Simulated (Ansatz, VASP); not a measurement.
# InO: VASP beside Ansatz

File INCAR:

```
SYSTEM = InO
ALGO = Normal
EDIFF = 1E-6
EDIFFG = -0.04
ENCUT = 600
GGA = PE
IBRION = 2
ISIF = 3
ISMEAR = 0
LASPH = .True.
LCHARG = .False.
LREAL = .False.
LWAVE = .False.
NELM = 100
NSW = 90
PREC = Accurate
SIGMA = 0.1
```

Contents of KPOINTS:

```
k-points
0
Gamma
  3 3 6
  0 0 0
```

The input POSCAR:

```
InO
1.0
    7.2523154182      0.0000000000      0.0000000000
   -3.6261577091      6.2806893884      0.0000000000
    0.0000000000      0.0000000000      3.3127826893
In O
3 3
Direct
    0.5000000000      0.0000000000      0.0000000000
    0.0000000000      0.5000000000      0.0000000000
    0.5000000000      0.5000000000      0.0000000000
    0.3333333333      0.6666666667      0.0000000000
    0.6666666667      0.3333333333      0.0000000000
    0.0000000000      0.0000000000      0.0000000000
```

Input for Ansatz:

```yaml
crystal:
  lattice:
    - [7.2523154977, 0.0, 0.0]
    - [-3.6261577488, 6.2806894573, 0.0]
    - [0.0, 0.0, 3.3127825059]
  atoms:
    - { symbol: In, position: [0.5, 0.0, 0.0] }
    - { symbol: In, position: [0.0, 0.5, 0.0] }
    - { symbol: In, position: [0.5, 0.5, 0.0] }
    - { symbol: O, position: [0.3333333333, 0.6666666667, 0.0] }
    - { symbol: O, position: [0.6666666667, 0.3333333333, 0.0] }
    - { symbol: O, position: [0.0, 0.0, 0.0] }
basis:
  ecutwfc: 420
kpoints:
  mp_grid: { grid: [3, 3, 6] }
hamiltonian:
  xc: pbe
scf:
  occupations: { method: gaussian, width: 0.1 }
  lower_state_search: "off"
output:
  forces: true
  stress: true
  eigenvalues: true
relax:
  adjacent_minimum: "off"
  f_tol: 0.04
  max_steps: 70
  cell: { stress_tol: 0.4 }
```

Alike in both runs: task relaxation of cell and atoms; functional PBE; k mesh 3 × 3 × 6; occupations gaussian, width 0.1 eV; no spin polarisation.

|  | VASP | Ansatz |
| --- | --- | --- |
| version | VASP 6.6.1 | Ansatz 0.2.0 |
| potentials or method | VASP PAW PBE potentials, release 64 (In_d, O), cutoff 600 eV | scalar-relativistic, plane waves, PAW |
| valence electrons in the cell | 57 | 57 |

|  | VASP | Ansatz | Ansatz less VASP |
| --- | --- | --- | --- |
| gap on the k mesh at the Fermi level, each at its own relaxed structure (eV) | none | none | - |
| relaxed volume (Å³/atom) | 25.38 | 25.31 | -0.068 |
| relaxed cell length with the largest relative difference (Å) | 7.285 | 7.265 | -0.0195 |

A gap of «none» marks a metal or a gap that the smearing closes.
